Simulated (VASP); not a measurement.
# Ti3SiN4 in VASP: a series of runs

Ti3SiN4 is run at these levels: PBE; tasks: single point.

Everything below comes from runs of VASP 6.6.1. Logs are shortened: lines on timing, memory, paths and dates and some standing lists are left out, and cuts for length are marked.

## 1. The cell of the first run

The cell holds a slab with vacuum, 8 atoms: a = 3.003 Å, b = 3.003 Å, c = 22.623 Å, α = 90.00°, β = 90.00°, γ = 120.00°.

## 2. Single point, PBE

File INCAR:

```
SYSTEM = Ti3SiN4
ALGO = Normal
DIPOL = 0.5 0.5 0.368
EDIFF = 1E-6
ENCUT = 520
GGA = PE
IDIPOL = 3
ISIF = 2
ISMEAR = 0
LASPH = .True.
LCHARG = .False.
LDIPOL = .True.
LREAL = .False.
LWAVE = .False.
NBANDS = 40
NELM = 80
PREC = Accurate
SIGMA = 0.1
```

File KPOINTS:

```
k-points
0
Gamma
  9 9 1
  0 0 0
```

File POSCAR:

```
Ti3SiN4
1.0
    3.0028555065      0.0000000000      0.0000000000
   -1.5014277533      2.6005491526      0.0000000000
    0.0000000000      0.0000000000     22.6233846960
N Ti Si
4 3 1
Direct
    0.3333333333      0.6666666667      0.1768082033
    0.0000000000      0.0000000000      0.2851837309
    0.6666666667      0.3333333333      0.3897111675
    0.3333333333      0.6666666667      0.4916764156
    0.6666666667      0.3333333333      0.2309959671
    0.3333333333      0.6666666667      0.3401655979
    0.0000000000      0.0000000000      0.4575116027
    0.3333333333      0.8333333333      0.5711376386
```

Potentials or basis: VASP PAW PBE potentials, release 64 (N, Ti_sv, Si).

The run is started by

```console
$ cat potpaw_PBE.64/N/POTCAR potpaw_PBE.64/Ti_sv/POTCAR potpaw_PBE.64/Si/POTCAR > POTCAR
$ mpirun -np 1 vasp_std > vasp.out
```

OUTCAR:

```text
SYSTEM = Ti3SiN4
   EDIFF = 1E-6
   ENCUT = 520
   GGA = PE
   ISIF = 2
   ISMEAR = 0
   LASPH = .True.
   LREAL = .False.
   NELM = 80
   PREC = Accurate

 ion  position               nearest neighbor table
   1  0.333  0.667  0.177-   5 2.12   5 2.12   5 2.12
   2  0.000  0.000  0.285-   5 2.12   5 2.12   5 2.12   6 2.13   6 2.13   6 2.13
   3  0.667  0.333  0.390-   6 2.06   6 2.06   6 2.06   7 2.31   7 2.31   7 2.31
   4  0.333  0.667  0.492-   8 1.87   7 1.90   7 1.90   7 1.90
   5  0.667  0.333  0.231-   1 2.12   2 2.12   1 2.12   2 2.12   2 2.12   1 2.12
   6  0.333  0.667  0.340-   3 2.06   3 2.06   3 2.06   2 2.13   2 2.13   2 2.13
   7  0.000  0.000  0.458-   4 1.90   4 1.90   4 1.90   3 2.31   3 2.31   3 2.31   8 2.89
   8  0.333  0.833  0.571-   4 1.87   7 2.89

  LATTYP: Found a hexagonal cell.
 ALAT       =     3.0028555065
 C/A-ratio  =     7.5339571441

  Lattice vectors:

 A1 = (   3.0028555065,   0.0000000000,   0.0000000000)
 A2 = (  -1.5014277533,   2.6005491526,   0.0000000000)
 A3 = (   0.0000000000,   0.0000000000,  22.6233846960)

Analysis of symmetry for initial positions (statically):
=====================================================================
 Subroutine PRICEL returns:
 Original cell was already a primitive cell.

 Routine SETGRP: Setting up the symmetry group for a
 hexagonal supercell.

 Subroutine GETGRP returns: Found  1 space group operations
 (whereof  1 operations were pure point group operations)
 out of a pool of 24 trial point group operations.

The static configuration has the point symmetry C_1 .

Analysis of symmetry for dynamics (positions and initial velocities):
=====================================================================
 Subroutine PRICEL returns:
 Original cell was already a primitive cell.

 Routine SETGRP: Setting up the symmetry group for a
 hexagonal supercell.

 Subroutine GETGRP returns: Found  1 space group operations
 (whereof  1 operations were pure point group operations)
 out of a pool of 24 trial point group operations.

The dynamic configuration has the point symmetry C_1 .

 Subroutine INISYM returns: Found  1 space group operations
 (whereof  1 operations are pure point group operations),
 and found     1 'primitive' translations

----------------------------------------------------------------------------------------

                                     Primitive cell

  volume of cell :     176.6677

  direct lattice vectors                    reciprocal lattice vectors
     3.002855506  0.000000000  0.000000000     0.333016357  0.192267083  0.000000000
    -1.501427753  2.600549153  0.000000000     0.000000000  0.384534166  0.000000000
     0.000000000  0.000000000 22.623384696     0.000000000  0.000000000  0.044202051

  length of vectors
     3.002855506  3.002855507 22.623384696     0.384534166  0.384534166  0.044202051

  position of ions in fractional coordinates (direct lattice)
     0.333333333  0.666666667  0.176808203
     0.000000000  0.000000000  0.285183731
     0.666666667  0.333333333  0.389711168
     0.333333333  0.666666667  0.491676416
     0.666666667  0.333333333  0.230995967
     0.333333333  0.666666667  0.340165598
     0.000000000  0.000000000  0.457511603
     0.333333333  0.833333333  0.571137639

  ion indices of the primitive-cell ions
   primitive index   ion index
                 1           1
                 2           2
                 3           3
                 4           4
                 5           5
                 6           6
                 7           7
                 8           8

----------------------------------------------------------------------------------------

 KPOINTS: k-points

Automatic generation of k-mesh.
 Grid dimensions read from file:
 generate k-points for:    9    9    1

 Generating k-lattice:

  Cartesian coordinates                     Fractional coordinates (reciprocal lattice)
     0.037001817  0.021363009  0.000000000     0.111111111  0.000000000  0.000000000
     0.000000000  0.042726018  0.000000000     0.000000000  0.111111111  0.000000000
     0.000000000  0.000000000  0.044202051     0.000000000  0.000000000  1.000000000

  Length of vectors
     0.042726018  0.042726018  0.044202051

  Shift w.r.t. Gamma in fractional coordinates (k-lattice)
     0.000000000  0.000000000  0.000000000

 Subroutine IBZKPT returns following result:
 ===========================================

 Found     41 irreducible k-points:

 Following reciprocal coordinates:
            Coordinates               Weight
  0.000000  0.000000  0.000000      1.000000
  0.111111  0.000000  0.000000      2.000000
  0.000000  0.111111  0.000000      2.000000
 -0.111111  0.111111  0.000000      2.000000
  0.222222  0.000000  0.000000      2.000000
  0.000000  0.222222  0.000000      2.000000
[... 16 lines left out ...]
  0.333333  0.111111  0.000000      2.000000
 -0.111111  0.444444  0.000000      2.000000
 [... further k-points ...]
   k-points           NKPTS =     41   k-points in BZ     NKDIM =     41   number of bands    NBANDS=     40
   number of dos      NEDOS =    301   number of ions     NIONS =      8
   total plane-waves  NPLWV =  96768
   dimension x,y,z NGX =    24 NGY =   24 NGZ =  168
   dimension x,y,z NGXF=    48 NGYF=   48 NGZF=  336
   ions per type =               4   3   1
   NGX,Y,Z   is equivalent  to a cutoff of  13.29, 13.29, 12.35 a.u.
   NGXF,Y,Z  is equivalent  to a cutoff of  26.57, 26.57, 24.69 a.u.
 SYSTEM =  Ti3SiN4
   PREC   = accura    normal or accurate (medium, high low for compatibility)
   ISTART =      0    job   : 0-new  1-cont  2-samecut
   ICHARG =      2    charge: 1-file 2-atom 10-const
   ISPIN  =      1    spin polarized calculation?
   LNONCOLLINEAR =      F non collinear calculations
   LSORBIT =      F    spin-orbit coupling
   LASPH  =      T    aspherical Exc in radial PAW
   ENCUT  =  520.0 eV  38.22 Ry    6.18 a.u.   5.58  5.58 42.06*2*pi/ulx,y,z
   NELM   =     80;   NELMIN=  2; NELMDL= -5     # of ELM steps
   EDIFF  = 0.1E-05   stopping-criterion for ELM
   LREAL  =      F    real-space projection
   EDIFFG = 0.1E-04   stopping-criterion for IOM
   NSW    =      0    number of steps for IOM
   IBRION =     -1    ionic relax: 0-MD 1-quasi-New 2-CG
   NFREE  =      0    steps in history (QN), initial steepest desc. (CG)
   ISIF   =      2    stress and relaxation
   ISYM   =      2    0-nonsym 1-usesym 2-fastsym
   POTIM  = 0.5000    time-step for ionic-motion
   TEBEG  =    0.0;   TEEND  =   0.0 temperature during run
   PSTRESS=    0.0 pullay stress
   NELECT =      60.0000    total number of electrons
   NUPDOWN=      -1.0000    fix difference up-down
   EMIN   =  10.00;   EMAX   =-10.00  energy-range for DOS
   EFERMI =   0.00;   METHOD = LEGACY
   ISMEAR =     0;   SIGMA  =   0.10  broadening in eV -4-tet -1-fermi 0-gaus
   EFERMI_NEDOS =   21; number of points for ismear=-14 and -15
   IALGO  =     38    algorithm
   IMIX   =      4    mixing-type and parameters
     AMIX     =   0.40;   BMIX     =  1.00
     AMIX_MAG =   1.60;   BMIX_MAG =  1.00
  volume/ion in A,a.u.               =      22.08       149.03
  Fermi-wavevector in a.u.,A,eV,Ry     =   1.142193  2.158432 17.750231  1.304605
  Thomas-Fermi vector in A             =   2.278892
   LORBIT       =      0    0 simple, 1 ext, 2 COOP (PROOUT), +10 PAW based schemes
   GGA     = PE    functional components
   LHFCALC =     F    Hartree Fock is set to
   AEXX    =    0.0000 exact exchange contribution
   IVDW    =     0    specifies the selected vdW correction
   LEPSILON=     F    determine dielectric tensor
   LRPA    =     F    only Hartree local field effects (RPA)
 non-spin polarized calculation
 Gauss-broadening in eV      SIGMA  =   0.10
  energy-cutoff  :      520.00
  volume of cell :      176.67
 maximum number of plane-waves:      4849
   NGX = 11   NGY = 11   NGZ = 85

 dipolmoment           0.000000      0.000000      0.010703 electrons x Angstroem

 number of electron      60.0000012 magnetization

 dipolmoment           0.000000      0.000000     -0.178089 electrons x Angstroem

 Free energy of the ion-electron system (eV)
  ---------------------------------------------------
  ext. energy  EPLUGINS =         0.00000000
  ---------------------------------------------------
  free energy    TOTEN  =       -69.16072132 eV

  energy without entropy =      -69.14320658  energy(sigma->0) =      -69.15196395

 E-fermi :   1.2177     XC(G=0):  -6.4666

 val. band max:        1.2087102340   @ k =   0.4444   0.4444   0.0000
 cond. band min:       1.2353211104   @ k =   0.0000   0.0000   0.0000
 fundamental gap:      0.0266108764
 Fermi energy:         1.2176621053

 k-point     1 :       0.0000    0.0000    0.0000
  band No.  band energies     occupation
      1     -56.6955      2.00000
      2     -56.6533      2.00000
      3     -55.4186      2.00000
      4     -33.0950      2.00000
      5     -32.8989      2.00000
      6     -32.7909      2.00000
[... 32 lines left out ...]
     39       4.0944      0.00000
     40       4.4055      0.00000

 k-point     2 :       0.1111    0.0000    0.0000
  band No.  band energies     occupation
      1     -56.6871      2.00000
      2     -56.6462      2.00000
      3     -55.4115      2.00000
      4     -33.0776      2.00000
      5     -32.9062      2.00000
      6     -32.8381      2.00000
[... 32 lines left out ...]
     39       4.1025      0.00000
     40       4.5187      0.00000

 k-point     3 :       0.0000    0.1111    0.0000
  band No.  band energies     occupation
      1     -56.6871      2.00000
      2     -56.6462      2.00000
      3     -55.4115      2.00000
      4     -33.0777      2.00000
      5     -32.9068      2.00000
      6     -32.8404      2.00000
[... 32 lines left out ...]
     39       4.1001      0.00000
     40       4.5197      0.00000

 k-point     4 :      -0.1111    0.1111    0.0000
  band No.  band energies     occupation
      1     -56.6871      2.00000
      2     -56.6462      2.00000
      3     -55.4115      2.00000
      4     -33.0776      2.00000
      5     -32.9032      2.00000
      6     -32.8247      2.00000
[... 32 lines left out ...]
     39       4.0975      0.00000
     40       4.5173      0.00000
[... 772 lines left out ...]
     39       3.9984      0.00000
     40       4.5170      0.00000

 k-point    23 :       0.3333    0.1111    0.0000
  band No.  band energies     occupation
      1     -56.6291      2.00000
      2     -56.5978      2.00000
      3     -55.3625      2.00000
      4     -33.2673      2.00000
      5     -33.1298      2.00000
      6     -32.9346      2.00000
[... 32 lines left out ...]
     39       4.3329      0.00000
     40       4.5765      0.00000

 k-point    24 :      -0.1111    0.4444    0.0000
  band No.  band energies     occupation
      1     -56.6292      2.00000
      2     -56.5978      2.00000
      3     -55.3625      2.00000
      4     -33.2658      2.00000
      5     -33.1304      2.00000
      6     -32.9374      2.00000
[... 32 lines left out ...]
     39       4.3389      0.00000
     40       4.5922      0.00000

 [... further k-points ...]

------------------------ aborting loop because EDIFF is reached ----------------------------------------

 vacuum level on the upper side and lower side of the slab       (xc-potential included)        -2.029         1.997

  FORCE on cell =-STRESS in cart. coord.  units (eV):
  Direction    XX          YY          ZZ          XY          YZ          ZX
  --------------------------------------------------------------------------------------
  -------------------------------------------------------------------------------------
  Total        2.7290074      2.5400983     -2.7072983      0.0754066     -1.2390529      0.7114398
  in kB       24.7490317     23.0358381    -24.5521546      0.6838531    -11.2368176      6.4519602
  external PRESSURE =       7.7442384 kB  Pullay stress =       0.0000000 kB

 VOLUME and BASIS-vectors are now :
 -----------------------------------------------------------------------------
  energy-cutoff  :      520.00
  volume of cell :      176.67
      direct lattice vectors                 reciprocal lattice vectors
     3.002855506  0.000000000  0.000000000     0.333016357  0.192267083  0.000000000
    -1.501427753  2.600549153  0.000000000     0.000000000  0.384534166  0.000000000
     0.000000000  0.000000000 22.623384696     0.000000000  0.000000000  0.044202051

 POSITION                                       TOTAL-FORCE (eV/Angst)
 -----------------------------------------------------------------------------------
     -0.00000      1.73370      4.00000         0.001727     -0.001236      4.330275
      0.00000      0.00000      6.45182         0.004706     -0.002293      1.222875
      1.50143      0.86685      8.81659        -0.032679      0.049228      1.460535
     -0.00000      1.73370     11.12338        -0.324002      0.628264      2.694292
      1.50143      0.86685      5.22591         0.002187     -0.002624     -5.610539
     -0.00000      1.73370      7.69570        -0.011438     -0.000141     -0.372260
      0.00000      0.00000     10.35046         0.001084     -0.018203     -3.738846
     -0.25024      2.16712     12.92107         0.358415     -0.652995      0.013669
 -----------------------------------------------------------------------------------
    total drift:                               -0.000136      0.000269      0.000077

  FREE ENERGIE OF THE ION-ELECTRON SYSTEM (eV)
  ---------------------------------------------------
  free  energy   TOTEN  =       -69.1607213215 eV

  energy  without entropy=      -69.1432065764  energy(sigma->0) =      -69.15196395

 vacuum level on the upper side and lower side of the slab         5.128         9.253
```

Run time: 9.2 min. Hardware: 1 thread of Intel Xeon Platinum 8488C (Sapphire Rapids), shared host; peak memory 0.45 GiB.

What came out:

```yaml
Free_energy: -69.1607 eV
Largest_force: 5.611 eV/Å
Band_gap_on_the_k_mesh: zero (bands 30 and 31 overlap by 1.20 eV)
```

Forces on the atoms (eV/Å):
```
N    0.002 -0.001  4.330
N    0.005 -0.002  1.223
N   -0.033  0.049  1.461
N   -0.324  0.628  2.694
Ti   0.002 -0.003 -5.611
Ti  -0.011  0.000 -0.372
Ti   0.001 -0.018 -3.739
Si   0.358 -0.653  0.014
```

## 3. Single point, PBE

File INCAR:

```
PREC = Accurate
ENCUT = 520
EDIFF = 1E-6
ISMEAR = 0
SIGMA = 0.1
LREAL = False
LASPH = True
NELM = 80
ALGO = Normal
ISIF = 2
LWAVE = False
LCHARG = False
LDIPOL = True
IDIPOL = 3
DIPOL = 0.5 0.5 0.368
GGA = PE
NBANDS = 40
```

File KPOINTS:

```
Automatic mesh
0
Gamma
  9 9 1
```

POSCAR: that of step 2 with these lines changed.

```diff
@@ -15,2 +15,2 @@
     0.0000000000      0.0000000000      0.4575116027
-    0.3333333333      0.8333333333      0.5711376386
+    0.5000000000      1.3333333333      0.5736291879
```

Potentials or basis: VASP PAW PBE potentials, release 64 (N, Ti_sv, Si).

The run is started by

```console
$ cat potpaw_PBE.64/N/POTCAR potpaw_PBE.64/Ti_sv/POTCAR potpaw_PBE.64/Si/POTCAR > POTCAR
$ mpirun -np 1 vasp_std > vasp.out
```

Wall time 8.4 min (1 thread of Intel Xeon Platinum 8488C (Sapphire Rapids), shared host); peak memory 0.43 GiB.

Results (log left out):

- Free energy: -68.3137 eV
- Largest force: 5.563 eV/Å
- Band gap on the k mesh: zero (bands 30 and 31 overlap by 0.78 eV)

Forces on the atoms (eV/Å):
```
N    0.006  0.007  4.306
N    0.018  0.012  1.183
N    0.044 -0.015  1.214
N    0.650 -0.287  2.218
Ti  -0.005 -0.002 -5.563
Ti  -0.052 -0.024 -0.289
Ti   0.056  0.029 -3.071
Si  -0.717  0.279  0.003
```

Levels at points of the mesh, in eV from the Fermi level:
```csv
k point,band 28,band 29,band 30,band 31,band 32,band 33
"(0.00, 0.00, 0.00)",0.04,0.04,0.25,0.28,0.39,0.91
```

## 4. Single point, PBE

File INCAR:

```
SYSTEM = Ti3SiN4
ALGO = Normal
DIPOL = 0.5 0.5 0.368
EDIFF = 1E-6
ENCUT = 520
GGA = PE
IDIPOL = 3
ISIF = 2
ISMEAR = 0
LASPH = .TRUE.
LCHARG = .FALSE.
LDIPOL = .TRUE.
LREAL = .FALSE.
LWAVE = .FALSE.
NBANDS = 40
NELM = 100
PREC = Accurate
SIGMA = 0.1
```

File KPOINTS:

```
k-points
0
G
  9 9 1
  0 0 0
```

POSCAR: that of step 3 with these lines changed.

```diff
@@ -15,2 +15,2 @@
     0.0000000000      0.0000000000      0.4575116027
-    0.5000000000      1.3333333333      0.5736291879
+    0.8333333333      1.0000000000      0.5744932957
```

The run is started by

```console
$ cat potpaw_PBE.64/N/POTCAR potpaw_PBE.64/Ti_sv/POTCAR potpaw_PBE.64/Si/POTCAR > POTCAR
$ mpirun -np 1 vasp_std > vasp.out
```

Run time: 6.8 min. Hardware: 1 thread of Intel Xeon Platinum 8488C (Sapphire Rapids), shared host; peak memory 0.44 GiB.

The run converged. Its results:

| Quantity | Value |
| --- | --- |
| Free energy | -68.4591 eV |
| Largest force | 5.613 eV/Å |
| Band gap on the k mesh | zero (bands 30 and 31 overlap by 0.81 eV) |

Forces on the atoms (eV/Å):
```
N   -0.011 -0.001  4.327
N   -0.023  0.000  1.214
N    0.022  0.026  1.020
N    0.431  0.333  2.356
Ti   0.003 -0.002 -5.613
Ti   0.052 -0.003 -0.228
Ti  -0.079 -0.042 -3.073
Si  -0.394 -0.310 -0.003
```

Levels at points of the mesh, in eV from the Fermi level:
```tsv
k point	band 28	band 29	band 30	band 31	band 32	band 33
(0.00, 0.00, 0.00)	0.04	0.04	0.29	0.30	0.59	1.06
```

## 5. Overview

```tsv
cell	gap on the mesh (eV)	largest force (eV/Å)
as given, atomic positions A	none	5.61
as given, atomic positions B	none	5.56
as given, atomic positions C	none	5.61
```

Alike in all rows: task single point; level PBE; potentials or basis VASP PAW PBE potentials, release 64 (N, Ti_sv, Si); no spin polarisation; k mesh 9 × 9 × 1; cutoff (eV) 520; smearing gaussian 0.1 eV.

Total energies depend on the potentials used, so only differences within one code and one set of settings carry meaning.

The gap in the log of VASP goes by the Fermi energy; the results here count the filled bands.